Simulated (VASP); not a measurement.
# Rb (Fm-3m) in VASP: notebook

Runs on Rb. Level: PBE. Tasks: single point.

Everything below comes from runs of VASP 6.6.1. Logs are shortened: lines on timing, memory, paths and dates and some standing lists are left out, and cuts for length are marked.

## (1) The cell of the first run

The structure is cubic, space group Fm-3m (No. 225). Conventional cell: a = 7.280 Å, b = 7.280 Å, c = 7.280 Å, α = 90.00°, β = 90.00°, γ = 90.00°.

This isn't the form of Rb at room conditions, which is bcc.

## (2) Single point, PBE

INCAR reads:

```
PREC     = Accurate       # precision mode
ENCUT    = 500            # plane-wave cutoff, eV
EDIFF    = 1E-6           # SCF threshold, eV
ISMEAR   = 0              # smearing method
SIGMA    = 0.1            # smearing width, eV
LREAL    = F              # projectors in reciprocal space
LASPH    = T              # aspherical terms in the spheres
NELM     = 120            # most SCF steps
ALGO     = Normal         # electronic algorithm
ISIF     = 2              # what is computed and relaxed
LWAVE    = F              # write WAVECAR
LCHARG   = T              # write CHGCAR
GGA      = PE             # functional
LELF     = T              # ELF
LVHAR    = T            
ISYM     = 0            
NBANDS   = 10             # bands
GGA_COMPAT= F
```

KPOINTS reads:

```
Automatic mesh
0
Gamma
  5 2 2
  0 0 0.5
```

POSCAR reads:

```
Rb
1.0
    0.0000000000      3.6398846700      3.6398846700
    3.6398846700      0.0000000000      3.6398846700
    3.6398846700      3.6398846700      0.0000000000
Rb
1
Direct
    0.0000000000      0.0000000000      0.0000000000
```

Potentials or basis: VASP PAW PBE potentials, release 64 (Rb_sv).

Command:

```console
cat potpaw_PBE.64/Rb_sv/POTCAR > POTCAR
mpirun -np 1 vasp_std > vasp.out
```

OUTCAR:

```text
PREC = Accurate
   ENCUT = 500
   EDIFF = 1E-6
   ISMEAR = 0
   LREAL = F
   LASPH = T
   NELM = 120
   ISIF = 2
   GGA = PE
   ISYM = 0

 ion  position               nearest neighbor table
   1  0.000  0.000  0.000-

IMPORTANT INFORMATION: All symmetrisations will be switched off!
NOSYMM: (Re-)initialisation of all symmetry stuff for point group C_1.

----------------------------------------------------------------------------------------

                                     Primitive cell

  volume of cell :      96.4479

  direct lattice vectors                    reciprocal lattice vectors
     0.000000000  3.639884670  3.639884670    -0.137366990  0.137366990  0.137366990
     3.639884670  0.000000000  3.639884670     0.137366990 -0.137366990  0.137366990
     3.639884670  3.639884670  0.000000000     0.137366990  0.137366990 -0.137366990

  length of vectors
     5.147574266  5.147574266  5.147574266     0.237926605  0.237926605  0.237926605

  position of ions in fractional coordinates (direct lattice)
     0.000000000  0.000000000  0.000000000

  ion indices of the primitive-cell ions
   primitive index   ion index
                 1           1

----------------------------------------------------------------------------------------

 KPOINTS: Automatic mesh

Automatic generation of k-mesh.
 Grid dimensions read from file:
 generate k-points for:    5    2    2

 Generating k-lattice:

  Cartesian coordinates                     Fractional coordinates (reciprocal lattice)
    -0.027473398  0.027473398  0.027473398     0.200000000  0.000000000  0.000000000
     0.068683495 -0.068683495  0.068683495     0.000000000  0.500000000  0.000000000
     0.068683495  0.068683495 -0.068683495     0.000000000  0.000000000  0.500000000

  Length of vectors
     0.047585321  0.118963303  0.118963303

  Shift w.r.t. Gamma in fractional coordinates (k-lattice)
     0.000000000  0.000000000  0.500000000

 -----------------------------------------------------------------------------
|                                                                             |
|           W    W    AA    RRRRR   N    N  II  N    N   GGGG   !!!           |
|           W    W   A  A   R    R  NN   N  II  NN   N  G    G  !!!           |
|           W    W  A    A  R    R  N N  N  II  N N  N  G       !!!           |
|           W WW W  AAAAAA  RRRRR   N  N N  II  N  N N  G  GGG   !            |
|           WW  WW  A    A  R   R   N   NN  II  N   NN  G    G                |
|           W    W  A    A  R    R  N    N  II  N    N   GGGG   !!!           |
|                                                                             |
|     Your reciprocal lattice and k-lattice belong to different lattice       |
|     classes:                                                                |
|                                                                             |
|        The reciprocal lattice is body-centered cubic,                       |
|        whereas your k-lattice is base-centered monoclinic.                  |
|                                                                             |
|     Results are often still useful ...                                      |
|                                                                             |
 -----------------------------------------------------------------------------

 WARNING: IBZKPT: internal override: KBLOWUP is changed to .FALSE.
      ... skipping the blow-up phase ...

 Subroutine IBZKPT returns following result:
 ===========================================

 Found     10 irreducible k-points:

 Following reciprocal coordinates:
            Coordinates               Weight
  0.000000  0.000000  0.250000      2.000000
  0.200000  0.000000  0.250000      2.000000
  0.400000  0.000000  0.250000      2.000000
 -0.400000  0.000000  0.250000      2.000000
 -0.200000  0.000000  0.250000      2.000000
  0.000000  0.500000  0.250000      2.000000
  0.200000  0.500000  0.250000      2.000000
  0.400000  0.500000  0.250000      2.000000
 -0.400000  0.500000  0.250000      2.000000
 -0.200000  0.500000  0.250000      2.000000
   k-points           NKPTS =     10   k-points in BZ     NKDIM =     10   number of bands    NBANDS=     10
   number of dos      NEDOS =    301   number of ions     NIONS =      1
   total plane-waves  NPLWV =  64000
   dimension x,y,z NGX =    40 NGY =   40 NGZ =   40
   dimension x,y,z NGXF=    80 NGYF=   80 NGZF=   80
   ions per type =               1
   NGX,Y,Z   is equivalent  to a cutoff of  12.92, 12.92, 12.92 a.u.
   NGXF,Y,Z  is equivalent  to a cutoff of  25.84, 25.84, 25.84 a.u.
 SYSTEM =  unknown system
   PREC   = accura    normal or accurate (medium, high low for compatibility)
   ISTART =      0    job   : 0-new  1-cont  2-samecut
   ICHARG =      2    charge: 1-file 2-atom 10-const
   ISPIN  =      1    spin polarized calculation?
   LNONCOLLINEAR =      F non collinear calculations
   LSORBIT =      F    spin-orbit coupling
   LASPH  =      T    aspherical Exc in radial PAW
   ENCUT  =  500.0 eV  36.75 Ry    6.06 a.u.   9.39  9.39  9.39*2*pi/ulx,y,z
   NELM   =    120;   NELMIN=  2; NELMDL= -5     # of ELM steps
   EDIFF  = 0.1E-05   stopping-criterion for ELM
   LREAL  =      F    real-space projection
   EDIFFG = 0.1E-04   stopping-criterion for IOM
   NSW    =      0    number of steps for IOM
   IBRION =     -1    ionic relax: 0-MD 1-quasi-New 2-CG
   NFREE  =      0    steps in history (QN), initial steepest desc. (CG)
   ISIF   =      2    stress and relaxation
   ISYM   =      0    0-nonsym 1-usesym 2-fastsym
   POTIM  = 0.5000    time-step for ionic-motion
   TEBEG  =    0.0;   TEEND  =   0.0 temperature during run
   PSTRESS=    0.0 pullay stress
   NELECT =       9.0000    total number of electrons
   NUPDOWN=      -1.0000    fix difference up-down
   EMIN   =  10.00;   EMAX   =-10.00  energy-range for DOS
   EFERMI =   0.00;   METHOD = LEGACY
   ISMEAR =     0;   SIGMA  =   0.10  broadening in eV -4-tet -1-fermi 0-gaus
   EFERMI_NEDOS =   21; number of points for ismear=-14 and -15
   IALGO  =     38    algorithm
   IMIX   =      4    mixing-type and parameters
     AMIX     =   0.40;   BMIX     =  1.00
     AMIX_MAG =   1.60;   BMIX_MAG =  1.00
  volume/ion in A,a.u.               =      96.45       650.86
  Fermi-wavevector in a.u.,A,eV,Ry     =   0.742548  1.403213  7.501953  0.551378
  Thomas-Fermi vector in A             =   1.837453
   LORBIT       =      0    0 simple, 1 ext, 2 COOP (PROOUT), +10 PAW based schemes
   GGA     = PE    functional components
   LHFCALC =     F    Hartree Fock is set to
   AEXX    =    0.0000 exact exchange contribution
   IVDW    =     0    specifies the selected vdW correction
   LEPSILON=     F    determine dielectric tensor
   LRPA    =     F    only Hartree local field effects (RPA)
 non-spin polarized calculation
 Gauss-broadening in eV      SIGMA  =   0.10
  energy-cutoff  :      500.00
  volume of cell :       96.45
 maximum number of plane-waves:      2457
 NGX is ok and might be reduce to    40
   NGX = 19   NGY = 19   NGZ = 19

 number of electron       9.0000000 magnetization

 Free energy of the ion-electron system (eV)
  ---------------------------------------------------
  ext. energy  EPLUGINS =         0.00000000
  ---------------------------------------------------
  free energy    TOTEN  =        -0.96070706 eV

  energy without entropy =       -0.95496083  energy(sigma->0) =       -0.95783394

 E-fermi :  -0.2992     XC(G=0):  -5.3291

 val. band max:       -0.3826087922   @ k =   0.2000   0.5000   0.2500
 cond. band min:      -0.2164945442   @ k =   0.4000   0.5000   0.2500
 fundamental gap:      0.1661142480
 Fermi energy:        -0.2992156640

 k-point     1 :       0.0000    0.0000    0.2500
  band No.  band energies     occupation
      1     -29.0466      2.00000
      2     -13.1381      2.00000
      3     -13.1018      2.00000
      4     -13.0981      2.00000
      5      -1.3739      2.00000
      6       2.1547      0.00000
      7       3.4789      0.00000
      8       3.4876      0.00000
      9       4.5373      0.00000
     10       4.5429      0.00000

 k-point     2 :       0.2000    0.0000    0.2500
  band No.  band energies     occupation
      1     -29.0464      2.00000
      2     -13.1322      2.00000
      3     -13.1079      2.00000
      4     -13.1046      2.00000
      5      -1.3050      2.00000
      6       2.4078      0.00000
      7       3.1134      0.00000
      8       3.5878      0.00000
      9       3.6589      0.00000
     10       5.0312      0.00000

 k-point     3 :       0.4000    0.0000    0.2500
  band No.  band energies     occupation
      1     -29.0452      2.00000
      2     -13.1534      2.00000
      3     -13.1212      2.00000
      4     -13.1119      2.00000
      5      -0.5039      1.99620
      6       1.7842      0.00000
      7       2.3276      0.00000
      8       3.6762      0.00000
      9       3.9071      0.00000
     10       5.4666      0.00000

 k-point     4 :      -0.4000    0.0000    0.2500
  band No.  band energies     occupation
      1     -29.0447      2.00000
      2     -13.1585      2.00000
      3     -13.1371      2.00000
      4     -13.1099      2.00000
      5       0.5515      0.00000
      6       0.8029      0.00000
      7       1.9788      0.00000
      8       3.5529      0.00000
      9       3.9586      0.00000
     10       5.2035      0.00000
[... 40 lines left out ...]
 k-point     8 :       0.4000    0.5000    0.2500
  band No.  band energies     occupation
      1     -29.0450      2.00000
      2     -13.1544      2.00000
      3     -13.1266      2.00000
      4     -13.1119      2.00000
      5      -0.2165      0.24206
      6       1.3882      0.00000
      7       2.3202      0.00000
      8       3.3950      0.00000
      9       4.2985      0.00000
     10       5.1698      0.00000

 k-point     9 :      -0.4000    0.5000    0.2500
  band No.  band energies     occupation
      1     -29.0445      2.00000
      2     -13.1540      2.00000
      3     -13.1377      2.00000
      4     -13.1198      2.00000
      5       0.5550      0.00000
      6       1.1806      0.00000
      7       1.7713      0.00000
      8       3.0531      0.00000
      9       4.2552      0.00000
     10       5.3775      0.00000

 k-point    10 :      -0.2000    0.5000    0.2500
  band No.  band energies     occupation
      1     -29.0443      2.00000
      2     -13.1486      2.00000
      3     -13.1429      2.00000
      4     -13.1257      2.00000
      5       0.9861      0.00000
      6       1.3216      0.00000
      7       1.4646      0.00000
      8       2.3943      0.00000
      9       4.9007      0.00000
     10       5.2255      0.00000

------------------------ aborting loop because EDIFF is reached ----------------------------------------

  FORCE on cell =-STRESS in cart. coord.  units (eV):
  Direction    XX          YY          ZZ          XY          YZ          ZX
  --------------------------------------------------------------------------------------
  -------------------------------------------------------------------------------------
  Total       -0.1185967      0.0551591     -0.1786703      0.0112018     -0.0433734     -0.0827924
  in kB       -1.9701091      0.9162942     -2.9680418      0.1860821     -0.7205124     -1.3753337
  external PRESSURE =      -1.3406189 kB  Pullay stress =       0.0000000 kB

 VOLUME and BASIS-vectors are now :
 -----------------------------------------------------------------------------
  energy-cutoff  :      500.00
  volume of cell :       96.45
      direct lattice vectors                 reciprocal lattice vectors
     0.000000000  3.639884670  3.639884670    -0.137366990  0.137366990  0.137366990
     3.639884670  0.000000000  3.639884670     0.137366990 -0.137366990  0.137366990
     3.639884670  3.639884670  0.000000000     0.137366990  0.137366990 -0.137366990

 POSITION                                       TOTAL-FORCE (eV/Angst)
 -----------------------------------------------------------------------------------
      0.00000      0.00000      0.00000         0.000010     -0.000004      0.000004
 -----------------------------------------------------------------------------------
    total drift:                                0.000010     -0.000004      0.000004

  FREE ENERGIE OF THE ION-ELECTRON SYSTEM (eV)
  ---------------------------------------------------
  free  energy   TOTEN  =        -0.9607070569 eV

  energy  without entropy=       -0.9549608309  energy(sigma->0) =       -0.95783394
```

Run time: 5.2 s. Hardware: 1 thread of Intel Xeon Platinum 8481C at 2.70GHz (Sapphire Rapids), shared host; peak memory 0.22 GiB.

Results:

* Free energy: -0.9607 eV
* Pressure: -0.1 GPa
* Band gap on the k mesh: zero (an odd number of electrons rules out a gap without spin polarisation)

Caveat: the k points lie up to 0.71 Å⁻¹ apart, too coarse for converged energies and pressures of a metal.

## (3) Single point, PBE

INCAR reads:

```
SYSTEM = Rb
PREC = Accurate ; ENCUT = 500
EDIFF = 1E-6 ; ISMEAR = 0
SIGMA = 0.1 ; LREAL = .FALSE.
LASPH = .TRUE. ; NELM = 120
ALGO = Normal ; ISIF = 2
LWAVE = .FALSE. ; LCHARG = .TRUE.
GGA = PE ; LELF = .TRUE.
LVHAR = .TRUE. ; NBANDS = 10
ISYM = 0 ; GGA_COMPAT = .FALSE.
```

KPOINTS reads:

```
Automatic mesh
0
G
  4 3 2
  0 0 0
```

POSCAR is that of step 2.

Potentials or basis: VASP PAW PBE potentials, release 64 (Rb_sv).

Command:

```console
cat potpaw_PBE.64/Rb_sv/POTCAR > POTCAR
mpirun -np 1 vasp_std > vasp.out
```

OUTCAR:

```text
SYSTEM = Rb
   PREC = Accurate
   ENCUT = 500
   EDIFF = 1E-6
   ISMEAR = 0
   LREAL = .FALSE.
   LASPH = .TRUE.
   NELM = 120
   ISIF = 2
   GGA = PE
   ISYM = 0

 ion  position               nearest neighbor table
   1  0.000  0.000  0.000-

IMPORTANT INFORMATION: All symmetrisations will be switched off!
NOSYMM: (Re-)initialisation of all symmetry stuff for point group C_1.

----------------------------------------------------------------------------------------

[... 340 lines left out ...]

  FORCE on cell =-STRESS in cart. coord.  units (eV):
  Direction    XX          YY          ZZ          XY          YZ          ZX
  --------------------------------------------------------------------------------------
  -------------------------------------------------------------------------------------
  Total       -0.0817630     -0.0055799     -0.0997350      0.1313006      0.0140319      0.0741693
  in kB       -1.3582331     -0.0926925     -1.6567817      2.1811450      0.2330955      1.2320885
  external PRESSURE =      -1.0359024 kB  Pullay stress =       0.0000000 kB

 VOLUME and BASIS-vectors are now :
 -----------------------------------------------------------------------------
  energy-cutoff  :      500.00
  volume of cell :       96.45
      direct lattice vectors                 reciprocal lattice vectors
     0.000000000  3.639884670  3.639884670    -0.137366990  0.137366990  0.137366990
     3.639884670  0.000000000  3.639884670     0.137366990 -0.137366990  0.137366990
     3.639884670  3.639884670  0.000000000     0.137366990  0.137366990 -0.137366990

 POSITION                                       TOTAL-FORCE (eV/Angst)
 -----------------------------------------------------------------------------------
      0.00000      0.00000      0.00000        -0.000003      0.000003      0.000000
 -----------------------------------------------------------------------------------
    total drift:                               -0.000003      0.000003      0.000000

  FREE ENERGIE OF THE ION-ELECTRON SYSTEM (eV)
  ---------------------------------------------------
  free  energy   TOTEN  =        -0.8612414748 eV

  energy  without entropy=       -0.8461949047  energy(sigma->0) =       -0.85371819
```

OSZICAR:

```text
N       E                     dE             d eps       ncg     rms          rms(c)
DAV:   1     0.426097470139E+02    0.42610E+02   -0.31794E+03   280   0.637E+02
DAV:   2     0.210602612308E+01   -0.40504E+02   -0.40040E+02   300   0.123E+02
DAV:   3    -0.715642580099E+00   -0.28217E+01   -0.28143E+01   384   0.324E+01
DAV:   4    -0.858227141819E+00   -0.14258E+00   -0.14199E+00   398   0.600E+00
DAV:   5    -0.859692276731E+00   -0.14651E-02   -0.14651E-02   390   0.660E-01    0.985E-01
DAV:   6    -0.860284731011E+00   -0.59245E-03   -0.18532E-03   398   0.242E-01    0.588E-01
DAV:   7    -0.861125418125E+00   -0.84069E-03   -0.24011E-03   322   0.285E-01    0.424E-02
DAV:   8    -0.861228249615E+00   -0.10283E-03   -0.92007E-05   344   0.701E-02    0.198E-02
DAV:   9    -0.861241576572E+00   -0.13327E-04   -0.14152E-05   358   0.296E-02    0.487E-03
DAV:  10    -0.861241474771E+00    0.10180E-06   -0.26946E-06   360   0.958E-03
   1 F= -.86124147E+00 E0= -.85371819E+00  d E =-.150466E-01
```

It took 6 s on 1 thread of Intel Xeon Platinum 8481C at 2.70GHz (Sapphire Rapids), shared host; peak memory 0.22 GiB.

What came out:

```
Free energy            : -0.8612 eV
Pressure               : -0.1 GPa
Band gap on the k mesh : zero (an odd number of electrons rules out a gap without spin polarisation)
```

Levels at points of the mesh, in eV from the Fermi level:
| k point | band 2 | band 3 | band 4 | band 5 | band 6 | band 7 | band 8 | band 9 |
| --- | --- | --- | --- | --- | --- | --- | --- | --- |
| (0.00, 0.00, 0.00) | -13.13 | -13.12 | -13.12 | -2.05 | 3.38 | 3.39 | 3.39 | 4.67 |
| (0.50, 0.00, 0.00) | -13.20 | -13.13 | -13.13 | -0.02 | 0.48 | 3.19 | 3.19 | 5.18 |
| (0.00, 0.00, 0.50) | -13.20 | -13.14 | -13.13 | -0.02 | 0.47 | 3.18 | 3.19 | 5.19 |
| (0.50, 0.00, 0.50) | -13.19 | -13.15 | -13.15 | 0.51 | 1.17 | 1.68 | 4.14 | 4.15 |

Caveat: the k points lie up to 0.62 Å⁻¹ apart, too coarse for converged energies and pressures of a metal.
